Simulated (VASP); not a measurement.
# Mg (I4/mmm) in VASP: single point with PBE

Aim: the single point of Mg with PBE.

All numbers are computed with VASP 6.6.1; they aren't measurements. Logs are shortened: lines on timing, memory, paths and dates and some standing lists are left out, and cuts for length are marked.

### Step 1. The cell of the first run

Symmetry: I4/mmm, No. 139, tetragonal system. The conventional cell has a = 3.671 Å, b = 3.671 Å, c = 3.410 Å, α = 90.00°, β = 90.00°, γ = 90.00°. Within 4.1 Å of Mg (site symmetry 4/mmm) lie 14 Mg at 3.11 to 3.67 Å.

### Step 2. Single point, PBE

The input, INCAR:

```
  PREC = Accurate
  ENCUT = 520
  EDIFF = 1E-6
  ISMEAR = 0
  SIGMA = 0.1
  LREAL = F
  LASPH = T
  NELM = 80
  ALGO = Normal
  ISIF = 2
  LWAVE = F
  LCHARG = F
  GGA = PE
  NBANDS = 9
```

The input, KPOINTS:

```
Automatic mesh
0
Gamma
  12 12 12
```

The input, POSCAR:

```
Mg
1.0
    3.6711586697      0.0000000000      0.0000000000
    0.0000000000      3.6711586697      0.0000000000
    0.0000000000      0.0000000000      3.4098285591
Mg
2
Direct
    0.0000000000      0.0000000000      0.0000000000
    0.5000000000      0.5000000000      0.5000000000
```

Potentials or basis: VASP PAW PBE potentials, release 64 (Mg).

The run is started by

```sh
cat potpaw_PBE.64/Mg/POTCAR > POTCAR
mpirun -np 1 vasp_std > vasp.out
```

OUTCAR:

```text
PREC = Accurate
   ENCUT = 520
   EDIFF = 1E-6
   ISMEAR = 0
   LREAL = F
   LASPH = T
   NELM = 80
   ISIF = 2
   GGA = PE

 ion  position               nearest neighbor table
   1  0.000  0.000  0.000-   2 3.11   2 3.11   2 3.11   2 3.11   2 3.11   2 3.11   2 3.11   2 3.11

   2  0.500  0.500  0.500-   1 3.11   1 3.11   1 3.11   1 3.11   1 3.11   1 3.11   1 3.11   1 3.11

  LATTYP: Found a simple tetragonal cell.
 ALAT       =     3.6711586697
 C/A-ratio  =     0.9288153594

  Lattice vectors:

 A1 = (   3.6711586697,   0.0000000000,   0.0000000000)
 A2 = (   0.0000000000,   3.6711586697,   0.0000000000)
 A3 = (   0.0000000000,   0.0000000000,   3.4098285591)

Analysis of symmetry for initial positions (statically):
=====================================================================
 Subroutine PRICEL returns following result:

  LATTYP: Found a body centered tetragonal cell.
 ALAT       =     3.6711586697
 C/A-ratio  =     0.9288153594

  Lattice vectors:

 A1 = (  -1.8355793349,  -1.8355793349,  -1.7049142796)
 A2 = (   1.8355793349,   1.8355793349,  -1.7049142796)
 A3 = (   1.8355793349,  -1.8355793348,   1.7049142796)

   2 primitive cells build up your supercell.

 Routine SETGRP: Setting up the symmetry group for a
 simple tetragonal supercell.

 Subroutine GETGRP returns: Found 16 space group operations
 (whereof 16 operations were pure point group operations)
 out of a pool of 16 trial point group operations.

The static configuration has the point symmetry D_4h.

Analysis of symmetry for dynamics (positions and initial velocities):
=====================================================================
 Subroutine PRICEL returns following result:

  LATTYP: Found a body centered tetragonal cell.
 ALAT       =     3.6711586697
 C/A-ratio  =     0.9288153594

  Lattice vectors:

 A1 = (  -1.8355793349,  -1.8355793349,  -1.7049142796)
 A2 = (   1.8355793349,   1.8355793349,  -1.7049142796)
 A3 = (   1.8355793349,  -1.8355793348,   1.7049142796)

   2 primitive cells build up your supercell.

 Routine SETGRP: Setting up the symmetry group for a
 simple tetragonal supercell.

 Subroutine GETGRP returns: Found 16 space group operations
 (whereof 16 operations were pure point group operations)
 out of a pool of 16 trial point group operations.

The dynamic configuration has the point symmetry D_4h.

 Subroutine INISYM returns: Found 16 space group operations
 (whereof 16 operations are pure point group operations),
 and found     2 'primitive' translations

----------------------------------------------------------------------------------------

                                     Primitive cell

  volume of cell :      22.9778

  direct lattice vectors                    reciprocal lattice vectors
    -1.835579335 -1.835579335 -1.704914280     0.000000000 -0.272393566 -0.293269876
     1.835579335  1.835579335 -1.704914280     0.272393566  0.000000000 -0.293269876
     1.835579335 -1.835579335  1.704914280     0.272393566 -0.272393566  0.000000000

  length of vectors
     3.105710175  3.105710175  3.105710175     0.400256761  0.400256761  0.385222675

  position of ions in fractional coordinates (direct lattice)
     0.000000000  0.000000000  0.000000000

  ion indices of the primitive-cell ions
   primitive index   ion index
                 1           1

----------------------------------------------------------------------------------------

 KPOINTS: Automatic mesh

Automatic generation of k-mesh.
 Grid dimensions read from file:
 generate k-points for:   12   12   12

 Generating k-lattice:

  Cartesian coordinates                     Fractional coordinates (reciprocal lattice)
     0.022699464  0.000000000  0.000000000     0.083333333  0.000000000  0.000000000
     0.000000000  0.022699464  0.000000000     0.000000000  0.083333333  0.000000000
     0.000000000  0.000000000  0.024439156     0.000000000  0.000000000  0.083333333

  Length of vectors
     0.022699464  0.022699464  0.024439156

  Shift w.r.t. Gamma in fractional coordinates (k-lattice)
     0.000000000  0.000000000  0.000000000

 Subroutine IBZKPT returns following result:
 ===========================================

 Found    196 irreducible k-points:

 Following reciprocal coordinates:
            Coordinates               Weight
  0.000000  0.000000  0.000000      1.000000
  0.083333  0.000000  0.000000      4.000000
  0.166667  0.000000  0.000000      4.000000
  0.250000  0.000000  0.000000      4.000000
  0.333333  0.000000  0.000000      4.000000
  0.416667  0.000000  0.000000      4.000000
[... 16 lines left out ...]
  0.333333  0.333333  0.000000      4.000000
  0.416667  0.333333  0.000000      8.000000
 [... further k-points ...]
   k-points           NKPTS =    196   k-points in BZ     NKDIM =    196   number of bands    NBANDS=      9
   number of dos      NEDOS =    301   number of ions     NIONS =      2
   total plane-waves  NPLWV =  21952
   dimension x,y,z NGX =    28 NGY =   28 NGZ =   28
   dimension x,y,z NGXF=    56 NGYF=   56 NGZF=   56
   ions per type =               2
   NGX,Y,Z   is equivalent  to a cutoff of  12.68, 12.68, 13.65 a.u.
   NGXF,Y,Z  is equivalent  to a cutoff of  25.36, 25.36, 27.30 a.u.
 SYSTEM =  unknown system
   PREC   = accura    normal or accurate (medium, high low for compatibility)
   ISTART =      0    job   : 0-new  1-cont  2-samecut
   ICHARG =      2    charge: 1-file 2-atom 10-const
   ISPIN  =      1    spin polarized calculation?
   LNONCOLLINEAR =      F non collinear calculations
   LSORBIT =      F    spin-orbit coupling
   LASPH  =      T    aspherical Exc in radial PAW
   ENCUT  =  520.0 eV  38.22 Ry    6.18 a.u.   6.83  6.83  6.34*2*pi/ulx,y,z
   NELM   =     80;   NELMIN=  2; NELMDL= -5     # of ELM steps
   EDIFF  = 0.1E-05   stopping-criterion for ELM
   LREAL  =      F    real-space projection
   EDIFFG = 0.1E-04   stopping-criterion for IOM
   NSW    =      0    number of steps for IOM
   IBRION =     -1    ionic relax: 0-MD 1-quasi-New 2-CG
   NFREE  =      0    steps in history (QN), initial steepest desc. (CG)
   ISIF   =      2    stress and relaxation
   ISYM   =      2    0-nonsym 1-usesym 2-fastsym
   POTIM  = 0.5000    time-step for ionic-motion
   TEBEG  =    0.0;   TEEND  =   0.0 temperature during run
   PSTRESS=    0.0 pullay stress
   NELECT =       4.0000    total number of electrons
   NUPDOWN=      -1.0000    fix difference up-down
   EMIN   =  10.00;   EMAX   =-10.00  energy-range for DOS
   EFERMI =   0.00;   METHOD = LEGACY
   ISMEAR =     0;   SIGMA  =   0.10  broadening in eV -4-tet -1-fermi 0-gaus
   EFERMI_NEDOS =   21; number of points for ismear=-14 and -15
   IALGO  =     38    algorithm
   IMIX   =      4    mixing-type and parameters
     AMIX     =   0.40;   BMIX     =  1.00
     AMIX_MAG =   1.60;   BMIX_MAG =  1.00
  volume/ion in A,a.u.               =      22.98       155.06
  Fermi-wavevector in a.u.,A,eV,Ry     =   0.725519  1.371031  7.161797  0.526377
  Thomas-Fermi vector in A             =   1.816261
   LORBIT       =      0    0 simple, 1 ext, 2 COOP (PROOUT), +10 PAW based schemes
   GGA     = PE    functional components
   LHFCALC =     F    Hartree Fock is set to
   AEXX    =    0.0000 exact exchange contribution
   IVDW    =     0    specifies the selected vdW correction
   LEPSILON=     F    determine dielectric tensor
   LRPA    =     F    only Hartree local field effects (RPA)
 non-spin polarized calculation
 Gauss-broadening in eV      SIGMA  =   0.10
  energy-cutoff  :      520.00
  volume of cell :       45.96
 maximum number of plane-waves:      1264
 NGX is ok and might be reduce to    28
   NGX = 13   NGY = 13   NGZ = 13

 number of electron       4.0000000 magnetization

 Free energy of the ion-electron system (eV)
  ---------------------------------------------------
  ext. energy  EPLUGINS =         0.00000000
  ---------------------------------------------------
  free energy    TOTEN  =        -2.95960716 eV

  energy without entropy =       -2.95600294  energy(sigma->0) =       -2.95780505

 E-fermi :   2.6839     XC(G=0):  -8.4913

 val. band max:        2.6710806714   @ k =   0.3333   0.0000   0.3333
 cond. band min:       2.6906241825   @ k =   0.4167   0.0833   0.5000
 fundamental gap:      0.0195435111
 Fermi energy:         2.6838669582

 k-point     1 :       0.0000    0.0000    0.0000
  band No.  band energies     occupation
      1      -4.2961      2.00000
      2       5.9423      0.00000
      3       5.9423      0.00000
      4       6.3021      0.00000
      5       6.8044      0.00000
      6       7.7028      0.00000
      7      10.3868      0.00000
      8      14.7090      0.00000
      9      16.2204      0.00000

 k-point     2 :       0.0833    0.0000    0.0000
  band No.  band energies     occupation
      1      -4.2184      2.00000
      2       4.6332      0.00000
      3       6.0093      0.00000
      4       6.6731      0.00000
      5       7.7687      0.00000
      6       7.7906      0.00000
      7      10.6181      0.00000
      8      13.9277      0.00000
      9      15.5163      0.00000

 k-point     3 :       0.1667    0.0000    0.0000
  band No.  band energies     occupation
      1      -3.9854      2.00000
      2       3.1720      0.00000
      3       6.2103      0.00000
      4       6.9167      0.00000
      5       7.9665      0.00000
      6       9.0131      0.00000
      7      11.4483      0.00000
      8      12.6480      0.00000
      9      14.1312      0.00000

 k-point     4 :       0.2500    0.0000    0.0000
  band No.  band energies     occupation
      1      -3.5984      2.00000
      2       1.8063      2.00000
      3       6.5458      0.00000
      4       7.3036      0.00000
      5       8.2966      0.00000
      6       9.8654      0.00000
      7      11.3976      0.00000
      8      12.7499      0.00000
      9      12.9606      0.00000

 k-point     5 :       0.3333    0.0000    0.0000
  band No.  band energies     occupation
      1      -3.0590      2.00000
      2       0.5600      2.00000
      3       7.0164      0.00000
      4       7.8416      0.00000
      5       8.7596      0.00000
      6      10.2564      0.00000
      7      10.5815      0.00000
      8      11.4855      0.00000
      9      11.9457      0.00000

 k-point     6 :       0.4167    0.0000    0.0000
  band No.  band energies     occupation
      1      -2.3699      2.00000
      2      -0.5558      2.00000
      3       7.6227      0.00000
      4       8.5308      0.00000
      5       9.2436      0.00000
      6       9.3562      0.00000
      7      10.3561      0.00000
      8      10.9507      0.00000
      9      11.3336      0.00000
[... 169 lines left out ...]
 k-point    21 :       0.4167    0.2500    0.0000
  band No.  band energies     occupation
      1      -1.6860      2.00000
      2       0.1124      2.00000
      3       3.6710      0.00000
      4       5.3975      0.00000
      5       9.9519      0.00000
      6      11.2401      0.00000
      7      11.5443      0.00000
      8      13.0354      0.00000
      9      14.3190      0.00000

 k-point    22 :       0.5000    0.2500    0.0000
  band No.  band energies     occupation
      1      -0.8567      2.00000
      2      -0.8567      2.00000
      3       4.4632      0.00000
      4       4.4632      0.00000
      5      10.6822      0.00000
      6      10.6822      0.00000
      7      12.0759      0.00000
      8      12.0759      0.00000
      9      14.9967      0.00000

 k-point    23 :       0.3333    0.3333    0.0000
  band No.  band energies     occupation
      1      -1.8377      2.00000
      2       1.5239      2.00000
      3       1.9935      2.00000
      4       5.2587      0.00000
      5       9.8185      0.00000
      6      11.1378      0.00000
      7      12.7771      0.00000
      8      13.3047      0.00000
      9      14.3719      0.00000

 k-point    24 :       0.4167    0.3333    0.0000
  band No.  band energies     occupation
      1      -1.1576      2.00000
      2       0.6213      2.00000
      3       2.4499      1.99906
      4       4.1799      0.00000
      5      10.4146      0.00000
      6      11.8439      0.00000
      7      11.9892      0.00000
      8      13.5845      0.00000
      9      13.7065      0.00000

 [... further k-points ...]

------------------------ aborting loop because EDIFF is reached ----------------------------------------

  FORCE on cell =-STRESS in cart. coord.  units (eV):
  Direction    XX          YY          ZZ          XY          YZ          ZX
  --------------------------------------------------------------------------------------
  -------------------------------------------------------------------------------------
  Total        0.0250657      0.0250657     -0.2161960      0.0000000      0.0000000     -0.0000000
  in kB        0.8738810      0.8738810     -7.5373619      0.0000000      0.0000000     -0.0000000
  external PRESSURE =      -1.9298666 kB  Pullay stress =       0.0000000 kB

 VOLUME and BASIS-vectors are now :
 -----------------------------------------------------------------------------
  energy-cutoff  :      520.00
  volume of cell :       45.96
      direct lattice vectors                 reciprocal lattice vectors
     3.671158670  0.000000000  0.000000000     0.272393566  0.000000000  0.000000000
     0.000000000  3.671158670  0.000000000     0.000000000  0.272393566  0.000000000
     0.000000000  0.000000000  3.409828559     0.000000000  0.000000000  0.293269876

 POSITION                                       TOTAL-FORCE (eV/Angst)
 -----------------------------------------------------------------------------------
      0.00000      0.00000      0.00000        -0.000000      0.000000      0.000000
      1.83558      1.83558      1.70491         0.000000      0.000000      0.000000
 -----------------------------------------------------------------------------------
    total drift:                               -0.000000     -0.000000     -0.000000

  FREE ENERGIE OF THE ION-ELECTRON SYSTEM (eV)
  ---------------------------------------------------
  free  energy   TOTEN  =        -2.9596071635 eV

  energy  without entropy=       -2.9560029365  energy(sigma->0) =       -2.95780505
```

Run time: 64 s. Hardware: 1 thread of Intel Xeon 8259CL, shared host; peak memory 0.21 GiB.

Results:

- Free energy: -2.9596 eV
- Pressure: -0.2 GPa
- Band gap on the k mesh: zero (bands 2 and 3 overlap by 4.55 eV)

Levels at points of the mesh, in eV from the Fermi level:
```tsv
k point	band 1	band 2	band 3	band 4	band 5
(0.00, 0.00, 0.00)	-6.98	3.26	3.26	3.62	4.12
(0.50, 0.00, 0.00)	-4.22	-4.22	5.68	5.68	6.69
(0.50, 0.50, 0.00)	-1.73	-1.73	-1.30	-1.30	9.51
(0.00, 0.00, 0.50)	-3.79	-3.79	6.08	6.08	6.08
(0.50, 0.00, 0.50)	-1.40	-1.40	-0.76	-0.76	8.19
(0.50, 0.50, 0.50)	1.06	1.06	1.24	1.24	1.24
```
